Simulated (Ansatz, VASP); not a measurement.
# Two plane-wave programs on P

INCAR

```
PREC = Accurate
ENCUT = 520
EDIFF = 1E-6
ISMEAR = 0
SIGMA = 0.1
LREAL = F
LASPH = T
NELM = 60
ALGO = Normal
ISIF = 2
LWAVE = F
LCHARG = F
GGA = PE
NBANDS = 18
```

File KPOINTS:

```
Automatic mesh
0
Gamma
  6 6 6
```

POSCAR

```
P
1.0
   -1.9549946000      1.9549946000      3.8992522600
    1.9549946000     -1.9549946000      3.8992522600
    1.9549946000      1.9549946000     -3.8992522600
P
4
Direct
    0.3750000000      0.9863820100      0.1113820100
    0.7363820100      0.1250000000      0.1113820100
    0.0136179900      0.6250000000      0.8886179900
    0.8750000000      0.2636179900      0.8886179900
```

Input for Ansatz:

```yaml
crystal:
  lattice:
    - [-1.9549946, 1.9549946, 3.89925226]
    - [1.9549946, -1.9549946, 3.89925226]
    - [1.9549946, 1.9549946, -3.89925226]
  atoms:
    - { symbol: P, position: [0.375, 0.98638201, 0.11138201] }
    - { symbol: P, position: [0.73638201, 0.125, 0.11138201] }
    - { symbol: P, position: [0.01361799, 0.625, 0.88861799] }
    - { symbol: P, position: [0.875, 0.26361799, 0.88861799] }
basis:
  ecutwfc: 420
kpoints:
  mp_grid: { grid: [6, 6, 6] }
hamiltonian:
  xc: pbe
scf:
  occupations: { method: gaussian, width: 0.1 }
  lower_state_search: "off"
output:
  forces: true
  stress: true
  eigenvalues: true
```

Alike in both runs: task single point; functional PBE; k mesh 6 × 6 × 6; occupations gaussian, width 0.1 eV; no spin polarisation.

```csv
,VASP,Ansatz
version,VASP 6.6.1,Ansatz 0.2.0
potentials or method,"VASP PAW PBE potentials, release 64 (P), cutoff 520 eV","scalar-relativistic, plane waves, PAW"
valence electrons in the cell,20,20
```

```tsv
	VASP	Ansatz	Ansatz less VASP
gap on the k mesh at the Fermi level (eV)	none	none	-
rms of the force components (eV/Å)	0.060	0.059	-0.0006
```

Atom by atom the forces differ by 0.001 eV/Å (rms over components). A gap of «none» marks a metal or a gap that the smearing closes.

The k mesh is coarse, so the values compare programs but aren't converged.
